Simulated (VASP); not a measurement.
Set up this calculation in VASP 6.6.1, as the native input.

| Property | Result |
| --- | --- |
| Task | relaxation of cell and atoms |
| Functional | PBE |
| Potentials or basis | VASP PAW PBE potentials, release 64 (Mg_sv, Zn, O) |
| Cutoff | 840 eV |
| k mesh | 4 × 4 × 3 |
| Occupations | gaussian, width 0.2 eV |
| Spin | no spin polarisation |
| Dipole correction | no |
| Further INCAR settings | ALGO = Normal; EDIFF = 1e-07; IBRION = 2; EDIFFG = -0.08; NSW = 36; ISIF = 3 |

The structure of MgZn4O lies in POSCAR:

```
MgZn4O
1.0
    4.1408472200      0.0000000000      0.0000000000
    0.0000000000      4.1408472200      0.0000000000
    0.0000000000      0.0000000000      5.1790157500
Mg Zn O
1 4 1
Direct
    0.0000000000      0.0000000000      0.6202066500
    0.7323099200      0.7323099200      0.0390274000
    0.2676900800      0.2676900800      0.0390274000
    0.2676900800      0.7323099200      0.0390274000
    0.7323099200      0.2676900800      0.0390274000
    0.5000000000      0.5000000000      0.3308878300
```

The cell was generated, and may not be a known phase.

One way to write it, as run:

INCAR

```
SYSTEM = MgZn4O
PREC = Accurate
ENCUT = 840
EDIFF = 1E-7
ISMEAR = 0
SIGMA = 0.2
LREAL = .FALSE.
LASPH = .TRUE.
NELM = 120
ALGO = Normal
ISIF = 3
LWAVE = .FALSE.
LCHARG = .FALSE.
GGA = PE
IBRION = 2
NSW = 36
EDIFFG = -0.08
GGA_COMPAT = .FALSE.
NELMIN = 4
```

KPOINTS

```
Automatic mesh
0
G
  4 4 3
  0 0 0
```

Potentials or basis: VASP PAW PBE potentials, release 64 (Mg_sv, Zn, O).

Run with:

```sh
$ cat potpaw_PBE.64/Mg_sv/POTCAR potpaw_PBE.64/Zn/POTCAR potpaw_PBE.64/O/POTCAR > POTCAR
$ mpirun -np 1 vasp_std > vasp.out
```

Results of the run:

| Quantity | Value |
| --- | --- |
| Relaxed volume | 20.79 Å³/atom |
| Relaxed cell | a = 5.470 Å, b = 5.470 Å, c = 4.170 Å, α = 90.00°, β = 90.00°, γ = 90.00° |
| Space group after relaxing (to 0.1 Å) | P4mm (No. 99) |
| Energy gained by relaxing | 1537.4 meV/atom |
| Ionic steps | 24 |
| Pressure after relaxing | 0.0 GPa |
| Largest force after relaxing | 0.079 eV/Å |
| Band gap on the k mesh | zero (bands 32 and 33 overlap by 1.91 eV) |

Caveat: the k points lie up to 0.50 Å⁻¹ apart in the final cell, too coarse for converged energies and pressures of a metal; the volume moved by over 15 % at a fixed basis, so the end points are rough; the relaxation stopped at a loose force limit of 0.08 eV/Å, so its end isn't a converged minimum.

Wall time 34 min on 1 thread of AMD EPYC 7R43 64-Core Processor (Zen 3), on a shared host, peak memory 0.27 GiB.
